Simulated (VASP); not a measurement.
# LiW3N3 (Pm-3m) in VASP: further runs

LiW3N3 is run at these levels: PBE; tasks: single point.

Everything below comes from runs of VASP 6.6.1. Logs are shortened: lines on timing, memory, paths and dates and some standing lists are left out, and cuts for length are marked.

**1. The cell of the first run**

It takes space group Pm-3m (No. 221, cubic). The conventional cell has a = 4.173 Å, b = 4.173 Å, c = 4.173 Å, α = 90.00°, β = 90.00°, γ = 90.00°. Within 2.8 Å of Li (site symmetry m-3m) lie 6 N at 2.09 Å. Within 2.8 Å of W (site symmetry 4/mmm) lie 4 N at 2.09 Å. N (site symmetry 4/mmm) has 2 Li at 2.09 Å and 4 W at 2.09 Å within 2.8 Å.

**2. Single point, PBE**

INCAR

```
SYSTEM = LiW3N3
ALGO = Normal ; EDIFF = 1E-6
ENCUT = 520 ; GGA = PE
ISIF = 2 ; ISMEAR = 0
LASPH = .TRUE. ; LCHARG = .FALSE.
LREAL = .FALSE. ; LWAVE = .FALSE.
NBANDS = 39 ; NELM = 80
PREC = Accurate ; SIGMA = 0.2
```

KPOINTS

```
k-points
0
G
  6 6 6
  0 0 0
```

POSCAR

```
LiW3N3
1.0
    4.1728127000      0.0000000000      0.0000000000
    0.0000000000      4.1728127000      0.0000000000
    0.0000000000      0.0000000000      4.1728127000
Li W N
1 3 3
Direct
    0.0000000000      0.0000000000      0.0000000000
    0.0000000000      0.5000000000      0.5000000000
    0.5000000000      0.0000000000      0.5000000000
    0.5000000000      0.5000000000      0.0000000000
    0.5000000000      0.0000000000      0.0000000000
    0.0000000000      0.5000000000      0.0000000000
    0.0000000000      0.0000000000      0.5000000000
```

Potentials or basis: VASP PAW PBE potentials, release 64 (Li_sv, W_sv, N).

Started as:

```sh
$ cat potpaw_PBE.64/Li_sv/POTCAR potpaw_PBE.64/W_sv/POTCAR potpaw_PBE.64/N/POTCAR > POTCAR
$ mpirun -np 1 vasp_std > vasp.out
```

OUTCAR:

```text
SYSTEM = LiW3N3
   EDIFF = 1E-6
   ENCUT = 520
   GGA = PE
   ISIF = 2
   ISMEAR = 0
   LASPH = .TRUE.
   LREAL = .FALSE.
   NELM = 80
   PREC = Accurate

 ion  position               nearest neighbor table
   1  0.000  0.000  0.000-   5 2.09   6 2.09   7 2.09   7 2.09   6 2.09   5 2.09   2 2.95   3 2.95
                             2 2.95   2 2.95   4 2.95   3 2.95   2 2.95   3 2.95   4 2.95   4 2.95
   2  0.000  0.500  0.500-   6 2.09   7 2.09   6 2.09   7 2.09   3 2.95   1 2.95   4 2.95   4 2.95
                             1 2.95   3 2.95   1 2.95   1 2.95   3 2.95   4 2.95   4 2.95   3 2.95
   3  0.500  0.000  0.500-   5 2.09   7 2.09   5 2.09   7 2.09   2 2.95   1 2.95   4 2.95   4 2.95
                             2 2.95   4 2.95   4 2.95   1 2.95   2 2.95   1 2.95   1 2.95   2 2.95
   4  0.500  0.500  0.000-   5 2.09   6 2.09   5 2.09   6 2.09   2 2.95   2 2.95   3 2.95   1 2.95
                             3 2.95   3 2.95   3 2.95   1 2.95   2 2.95   1 2.95   2 2.95   1 2.95
   5  0.500  0.000  0.000-   1 2.09   3 2.09   4 2.09   3 2.09   4 2.09   1 2.09
   6  0.000  0.500  0.000-   1 2.09   2 2.09   4 2.09   2 2.09   1 2.09   4 2.09
   7  0.000  0.000  0.500-   1 2.09   2 2.09   3 2.09   1 2.09   2 2.09   3 2.09

  LATTYP: Found a simple cubic cell.
 ALAT       =     4.1728127000

  Lattice vectors:

 A1 = (   4.1728127000,   0.0000000000,   0.0000000000)
 A2 = (   0.0000000000,   4.1728127000,   0.0000000000)
 A3 = (   0.0000000000,   0.0000000000,   4.1728127000)

Analysis of symmetry for initial positions (statically):
=====================================================================
 Subroutine PRICEL returns:
 Original cell was already a primitive cell.

 Routine SETGRP: Setting up the symmetry group for a
 simple cubic supercell.

 Subroutine GETGRP returns: Found 48 space group operations
 (whereof 48 operations were pure point group operations)
 out of a pool of 48 trial point group operations.

The static configuration has the point symmetry O_h .

Analysis of symmetry for dynamics (positions and initial velocities):
=====================================================================
 Subroutine PRICEL returns:
 Original cell was already a primitive cell.

 Routine SETGRP: Setting up the symmetry group for a
 simple cubic supercell.

 Subroutine GETGRP returns: Found 48 space group operations
 (whereof 48 operations were pure point group operations)
 out of a pool of 48 trial point group operations.

The dynamic configuration has the point symmetry O_h .

 Subroutine INISYM returns: Found 48 space group operations
 (whereof 48 operations are pure point group operations),
 and found     1 'primitive' translations

----------------------------------------------------------------------------------------

                                     Primitive cell

  volume of cell :      72.6585

  direct lattice vectors                    reciprocal lattice vectors
     4.172812700  0.000000000  0.000000000     0.239646510  0.000000000  0.000000000
     0.000000000  4.172812700  0.000000000     0.000000000  0.239646510  0.000000000
     0.000000000  0.000000000  4.172812700     0.000000000  0.000000000  0.239646510

  length of vectors
     4.172812700  4.172812700  4.172812700     0.239646510  0.239646510  0.239646510

  position of ions in fractional coordinates (direct lattice)
     0.000000000  0.000000000  0.000000000
     0.000000000  0.500000000  0.500000000
     0.500000000  0.000000000  0.500000000
     0.500000000  0.500000000  0.000000000
     0.500000000  0.000000000  0.000000000
     0.000000000  0.500000000  0.000000000
     0.000000000  0.000000000  0.500000000

  ion indices of the primitive-cell ions
   primitive index   ion index
                 1           1
                 2           2
                 3           3
                 4           4
                 5           5
                 6           6
                 7           7

----------------------------------------------------------------------------------------

 KPOINTS: k-points

Automatic generation of k-mesh.
 Grid dimensions read from file:
 generate k-points for:    6    6    6

 Generating k-lattice:

  Cartesian coordinates                     Fractional coordinates (reciprocal lattice)
     0.039941085  0.000000000  0.000000000     0.166666667  0.000000000  0.000000000
     0.000000000  0.039941085  0.000000000     0.000000000  0.166666667  0.000000000
     0.000000000  0.000000000  0.039941085     0.000000000  0.000000000  0.166666667

  Length of vectors
     0.039941085  0.039941085  0.039941085

  Shift w.r.t. Gamma in fractional coordinates (k-lattice)
     0.000000000  0.000000000  0.000000000

 Subroutine IBZKPT returns following result:
 ===========================================

 Found     20 irreducible k-points:

 Following reciprocal coordinates:
            Coordinates               Weight
  0.000000  0.000000  0.000000      1.000000
  0.166667  0.000000  0.000000      6.000000
  0.333333  0.000000  0.000000      6.000000
  0.500000  0.000000  0.000000      3.000000
  0.166667  0.166667  0.000000     12.000000
  0.333333  0.166667  0.000000     24.000000
[... 12 lines left out ...]
  0.500000  0.500000  0.333333      6.000000
  0.500000  0.500000  0.500000      1.000000
   k-points           NKPTS =     20   k-points in BZ     NKDIM =     20   number of bands    NBANDS=     39
   number of dos      NEDOS =    301   number of ions     NIONS =      7
   total plane-waves  NPLWV =  32768
   dimension x,y,z NGX =    32 NGY =   32 NGZ =   32
   dimension x,y,z NGXF=    64 NGYF=   64 NGZF=   64
   ions per type =               1   3   3
   NGX,Y,Z   is equivalent  to a cutoff of  12.75, 12.75, 12.75 a.u.
   NGXF,Y,Z  is equivalent  to a cutoff of  25.50, 25.50, 25.50 a.u.
 SYSTEM =  LiW3N3
   PREC   = accura    normal or accurate (medium, high low for compatibility)
   ISTART =      0    job   : 0-new  1-cont  2-samecut
   ICHARG =      2    charge: 1-file 2-atom 10-const
   ISPIN  =      1    spin polarized calculation?
   LNONCOLLINEAR =      F non collinear calculations
   LSORBIT =      F    spin-orbit coupling
   LASPH  =      T    aspherical Exc in radial PAW
   ENCUT  =  520.0 eV  38.22 Ry    6.18 a.u.   7.76  7.76  7.76*2*pi/ulx,y,z
   NELM   =     80;   NELMIN=  2; NELMDL= -5     # of ELM steps
   EDIFF  = 0.1E-05   stopping-criterion for ELM
   LREAL  =      F    real-space projection
   EDIFFG = 0.1E-04   stopping-criterion for IOM
   NSW    =      0    number of steps for IOM
   IBRION =     -1    ionic relax: 0-MD 1-quasi-New 2-CG
   NFREE  =      0    steps in history (QN), initial steepest desc. (CG)
   ISIF   =      2    stress and relaxation
   ISYM   =      2    0-nonsym 1-usesym 2-fastsym
   POTIM  = 0.5000    time-step for ionic-motion
   TEBEG  =    0.0;   TEEND  =   0.0 temperature during run
   PSTRESS=    0.0 pullay stress
   NELECT =      60.0000    total number of electrons
   NUPDOWN=      -1.0000    fix difference up-down
   EMIN   =  10.00;   EMAX   =-10.00  energy-range for DOS
   EFERMI =   0.00;   METHOD = LEGACY
   ISMEAR =     0;   SIGMA  =   0.20  broadening in eV -4-tet -1-fermi 0-gaus
   EFERMI_NEDOS =   21; number of points for ismear=-14 and -15
   IALGO  =     38    algorithm
   IMIX   =      4    mixing-type and parameters
     AMIX     =   0.40;   BMIX     =  1.00
     AMIX_MAG =   1.60;   BMIX_MAG =  1.00
  volume/ion in A,a.u.               =      10.38        70.05
  Fermi-wavevector in a.u.,A,eV,Ry     =   1.535900  2.902431 32.096003  2.358990
  Thomas-Fermi vector in A             =   2.642624
   LORBIT       =      0    0 simple, 1 ext, 2 COOP (PROOUT), +10 PAW based schemes
   GGA     = PE    functional components
   LHFCALC =     F    Hartree Fock is set to
   AEXX    =    0.0000 exact exchange contribution
   IVDW    =     0    specifies the selected vdW correction
   LEPSILON=     F    determine dielectric tensor
   LRPA    =     F    only Hartree local field effects (RPA)
 non-spin polarized calculation
 Gauss-broadening in eV      SIGMA  =   0.20
  energy-cutoff  :      520.00
  volume of cell :       72.66
 maximum number of plane-waves:      1980
 NGX is ok and might be reduce to    32
   NGX = 15   NGY = 15   NGZ = 15

 number of electron      59.9999995 magnetization

 Free energy of the ion-electron system (eV)
  ---------------------------------------------------
  ext. energy  EPLUGINS =         0.00000000
  ---------------------------------------------------
  free energy    TOTEN  =       -69.61951200 eV

  energy without entropy =      -69.58164720  energy(sigma->0) =      -69.60057960

 E-fermi :  10.5501     XC(G=0): -13.1387

 val. band max:       10.4002008671   @ k =   0.5000   0.1667   0.1667
 cond. band min:      10.6025628153   @ k =   0.5000   0.3333   0.1667
 fundamental gap:      0.2023619482
 Fermi energy:        10.5501101492

 k-point     1 :       0.0000    0.0000    0.0000
  band No.  band energies     occupation
      1     -64.4102      2.00000
      2     -64.3407      2.00000
      3     -64.3407      2.00000
      4     -35.3421      2.00000
      5     -28.9495      2.00000
      6     -28.9495      2.00000
[... 31 lines left out ...]
     38      14.4010      0.00000
     39      15.1657      0.00000

 k-point     2 :       0.1667    0.0000    0.0000
  band No.  band energies     occupation
      1     -64.4061      2.00000
      2     -64.3448      2.00000
      3     -64.3407      2.00000
      4     -35.3423      2.00000
      5     -28.9318      2.00000
      6     -28.9318      2.00000
[... 31 lines left out ...]
     38      14.4035      0.00000
     39      15.1957      0.00000

 k-point     3 :       0.3333    0.0000    0.0000
  band No.  band energies     occupation
      1     -64.3954      2.00000
      2     -64.3554      2.00000
      3     -64.3406      2.00000
      4     -35.3424      2.00000
      5     -28.8881      2.00000
      6     -28.8881      2.00000
[... 31 lines left out ...]
     38      14.4086      0.00000
     39      15.3159      0.00000

 k-point     4 :       0.5000    0.0000    0.0000
  band No.  band energies     occupation
      1     -64.3868      2.00000
      2     -64.3638      2.00000
      3     -64.3406      2.00000
      4     -35.3425      2.00000
      5     -28.8601      2.00000
      6     -28.8551      2.00000
[... 31 lines left out ...]
     38      14.4112      0.00000
     39      15.4483      0.00000
[... 586 lines left out ...]
     38      16.3880      0.00000
     39      17.2560      0.00000

 k-point    19 :       0.5000    0.5000    0.3333
  band No.  band energies     occupation
      1     -64.3635      2.00000
      2     -64.3635      2.00000
      3     -64.3635      2.00000
      4     -35.3414      2.00000
      5     -29.1013      2.00000
      6     -29.0609      2.00000
[... 31 lines left out ...]
     38      16.1924      0.00000
     39      16.5562      0.00000

 k-point    20 :       0.5000    0.5000    0.5000
  band No.  band energies     occupation
      1     -64.3634      2.00000
      2     -64.3634      2.00000
      3     -64.3634      2.00000
      4     -35.3410      2.00000
      5     -29.1014      2.00000
      6     -29.1014      2.00000
[... 31 lines left out ...]
     38      15.3894      0.00000
     39      16.0245      0.00000

------------------------ aborting loop because EDIFF is reached ----------------------------------------

  FORCE on cell =-STRESS in cart. coord.  units (eV):
  Direction    XX          YY          ZZ          XY          YZ          ZX
  --------------------------------------------------------------------------------------
  -------------------------------------------------------------------------------------
  Total        0.4876183      0.4876183      0.4876183      0.0000000      0.0000000      0.0000000
  in kB       10.7523627     10.7523627     10.7523627      0.0000000      0.0000000      0.0000000
  external PRESSURE =      10.7523627 kB  Pullay stress =       0.0000000 kB

 VOLUME and BASIS-vectors are now :
 -----------------------------------------------------------------------------
  energy-cutoff  :      520.00
  volume of cell :       72.66
      direct lattice vectors                 reciprocal lattice vectors
     4.172812700  0.000000000  0.000000000     0.239646510  0.000000000  0.000000000
     0.000000000  4.172812700  0.000000000     0.000000000  0.239646510  0.000000000
     0.000000000  0.000000000  4.172812700     0.000000000  0.000000000  0.239646510

 POSITION                                       TOTAL-FORCE (eV/Angst)
 -----------------------------------------------------------------------------------
      0.00000      0.00000      0.00000         0.000000      0.000000      0.000000
      0.00000      2.08641      2.08641         0.000000      0.000000      0.000000
      2.08641      0.00000      2.08641         0.000000      0.000000      0.000000
      2.08641      2.08641      0.00000         0.000000      0.000000      0.000000
      2.08641      0.00000      0.00000         0.000000      0.000000      0.000000
      0.00000      2.08641      0.00000         0.000000      0.000000      0.000000
      0.00000      0.00000      2.08641         0.000000      0.000000      0.000000
 -----------------------------------------------------------------------------------
    total drift:                                0.000000     -0.000000     -0.000000

  FREE ENERGIE OF THE ION-ELECTRON SYSTEM (eV)
  ---------------------------------------------------
  free  energy   TOTEN  =       -69.6195120038 eV

  energy  without entropy=      -69.5816472009  energy(sigma->0) =      -69.60057960
```

Wall time 43 s (1 thread of AMD EPYC 7R13, shared host); peak memory 0.2 GiB.

What came out:

```yaml
Free_energy: -69.6195 eV
Band_gap_on_the_k_mesh: zero (bands 30 and 31 overlap by 3.05 eV)
```

Levels at points of the mesh, in eV from the Fermi level:
```csv
k point,band 27,band 28,band 29,band 30,band 31,band 32,band 33,band 34
"(0.00, 0.00, 0.00)",-2.77,-2.77,-2.77,-0.47,-0.47,-0.47,1.25,1.25
"(0.50, 0.00, 0.00)",-3.84,-1.52,-1.39,-1.39,-0.43,0.79,0.79,1.55
"(0.50, 0.50, 0.00)",-2.27,-2.02,-2.02,0.61,0.65,1.50,1.50,2.09
"(0.50, 0.50, 0.50)",-2.73,-2.73,-0.42,2.24,2.24,2.24,2.76,2.76
```

Caveat: the cutoff is under 1.25 times the usual one of these potentials, so pressure, stress and relaxed cells hold a basis-set (Pulay) error; spin-orbit coupling is left out, which moves the levels of the heavy elements.

**3. Single point, PBE (9.13 Å³/atom)**

This run uses another cell than the first one, of 9.13 Å³/atom.

INCAR

```
SYSTEM = LiW3N3
PREC = Accurate ; ENCUT = 520
EDIFF = 1E-6 ; ISMEAR = 0
SIGMA = 0.1 ; LREAL = .FALSE.
LASPH = .TRUE. ; NELM = 80
ALGO = Normal ; ISIF = 2
LWAVE = .FALSE. ; LCHARG = .TRUE.
GGA = PE ; LELF = .TRUE.
LVHAR = .TRUE. ; NBANDS = 39
```

KPOINTS

```
regular mesh
0
G
  10 10 10
  0 0 0
```

POSCAR: that of step 2 with these lines changed.

```diff
@@ -2,5 +2,5 @@
 1.0
-    4.1728127000      0.0000000000      0.0000000000
-    0.0000000000      4.1728127000      0.0000000000
-    0.0000000000      0.0000000000      4.1728127000
+    3.9987395261      0.0000000000      0.0000000000
+    0.0000000000      3.9987395261      0.0000000000
+    0.0000000000      0.0000000000      3.9987395261
 Li W N
```

Potentials or basis: VASP PAW PBE potentials, release 64 (Li_sv, W_sv, N).

Started as:

```sh
$ cat potpaw_PBE.64/Li_sv/POTCAR potpaw_PBE.64/W_sv/POTCAR potpaw_PBE.64/N/POTCAR > POTCAR
$ mpirun -np 1 vasp_std > vasp.out
```

It took 2 min on 1 thread of AMD EPYC 7R13, shared host; peak memory 0.25 GiB.

Results (log left out):

* Free energy: -68.1808 eV
* Band gap on the k mesh: zero (bands 30 and 31 overlap by 3.70 eV)

Levels at points of the mesh, in eV from the Fermi level:
```
           k point  band 28  band 29  band 30  band 31  band 32  band 33
(0.00, 0.00, 0.00)    -3.07    -3.07    -0.55    -0.55    -0.55     1.58
(0.50, 0.00, 0.00)    -1.87    -1.60    -1.60    -0.45     0.93     0.93
(0.50, 0.50, 0.00)    -2.33    -2.33     0.72     0.85     1.77     1.77
(0.50, 0.50, 0.50)    -3.19    -0.15     2.77     2.77     2.77     3.39
```

Caveat: the cutoff is under 1.25 times the usual one of these potentials, so pressure, stress and relaxed cells hold a basis-set (Pulay) error; spin-orbit coupling is left out, which moves the levels of the heavy elements.

**4. Single point, PBE (9.45 Å³/atom)**

This run uses another cell than the first one, of 9.45 Å³/atom.

INCAR

```
SYSTEM = LiW3N3
ALGO = Normal
EDIFF = 1E-7
ENCUT = 520
GGA = PE
ISIF = 2
ISMEAR = 0
LASPH = .True.
LCHARG = .False.
LREAL = .False.
LWAVE = .False.
NBANDS = 39
NELM = 100
PREC = Accurate
SIGMA = 0.1
```

KPOINTS

```
k-points
0
Gamma
  10 10 10
  0 0 0
```

POSCAR: that of step 3 with these lines changed.

```diff
@@ -2,5 +2,5 @@
 1.0
-    3.9987395261      0.0000000000      0.0000000000
-    0.0000000000      3.9987395261      0.0000000000
-    0.0000000000      0.0000000000      3.9987395261
+    4.0436729447      0.0000000000      0.0000000000
+    0.0000000000      4.0436729447      0.0000000000
+    0.0000000000      0.0000000000      4.0436729447
 Li W N
```

Started as:

```sh
$ cat potpaw_PBE.64/Li_sv/POTCAR potpaw_PBE.64/W_sv/POTCAR potpaw_PBE.64/N/POTCAR > POTCAR
$ mpirun -np 1 vasp_std > vasp.out
```

Wall time 2.3 min (1 thread of AMD EPYC 7R13, shared host); peak memory 0.25 GiB.

It converged, with:

```yaml
Free_energy: -68.8399 eV
Band_gap_on_the_k_mesh: zero (bands 30 and 31 overlap by 3.52 eV)
```

Levels at points of the mesh, in eV from the Fermi level:
```
           k point  band 26  band 27  band 28  band 29  band 30  band 31  band 32  band 33  band 34  band 35
(0.00, 0.00, 0.00)    -3.56    -2.99    -2.99    -2.99    -0.53    -0.53    -0.53     1.49     1.49     2.27
(0.50, 0.00, 0.00)    -4.35    -4.34    -1.77    -1.55    -1.55    -0.45     0.89     0.89     1.83     2.80
(0.50, 0.50, 0.00)    -3.38    -2.53    -2.25    -2.25     0.69     0.80     1.69     1.69     2.36     3.23
(0.50, 0.50, 0.50)    -3.07    -3.07    -3.07    -0.25     2.62     2.62     2.62     3.22     3.22     3.67
```

Caveat: the cutoff is under 1.25 times the usual one of these potentials, so pressure, stress and relaxed cells hold a basis-set (Pulay) error; spin-orbit coupling is left out, which moves the levels of the heavy elements.

**5. The runs side by side**

```tsv
cell	k mesh	smearing	gap on the mesh (eV)
a = 4.173 Å, 7 atoms	6 × 6 × 6	gaussian 0.2 eV	none
a = 3.999 Å, 7 atoms	10 × 10 × 10	gaussian 0.1 eV	none
a = 4.044 Å, 7 atoms	10 × 10 × 10	gaussian 0.1 eV	none
```

Alike in all rows: task single point; level PBE; potentials or basis VASP PAW PBE potentials, release 64 (Li_sv, W_sv, N); no spin polarisation; cutoff (eV) 520.

Caveats: the cutoff is under 1.25 times the usual one of these potentials, so pressure, stress and relaxed cells hold a basis-set (Pulay) error; spin-orbit coupling is left out, which moves the levels of the heavy elements.

Total energies depend on the potentials used, so only differences within one code and one set of settings carry meaning.

The gap in the log of VASP goes by the Fermi energy; the results here count the filled bands.